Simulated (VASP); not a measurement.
Na, 2 atoms in the cell. The structure is tetragonal, space group I4/mmm (No. 139). The conventional cell has a = 3.727 Å, b = 3.727 Å, c = 5.224 Å, α = 90.00°, β = 90.00°, γ = 90.00°. Na (site symmetry 4/mmm) has 12 Na at 3.71 to 3.73 Å within 4.9 Å. 

```yaml
Program: VASP 6.6.1
Task: vibrations by perturbation theory
Functional: PBEsol
Potentials_or_basis: VASP PAW PBE potentials, release 64 (Na_pv)
Cutoff: 520 eV
k_mesh: 12 × 12 × 10
Occupations: gaussian, width 0.15 eV
Spin: no spin polarisation
Dipole_correction: no
Further_INCAR_settings: ALGO = Normal; EDIFF = 1e-08; IBRION = 8; NSW = 1
```

Potentials or basis: VASP PAW PBE potentials, release 64 (Na_pv).

Command:

```bash
$ cat potpaw_PBE.64/Na_pv/POTCAR > POTCAR
$ mpirun -np 1 vasp_std > vasp.out
```

Hardware: 1 thread of Intel Xeon 8259CL (shared host).

Problem. Estimate the wall time of this run.

Solution. It took 15 min on 1 thread of Intel Xeon 8259CL (shared host), peak memory 0.53 GiB. Counts: scf iterations 52, k points 168.
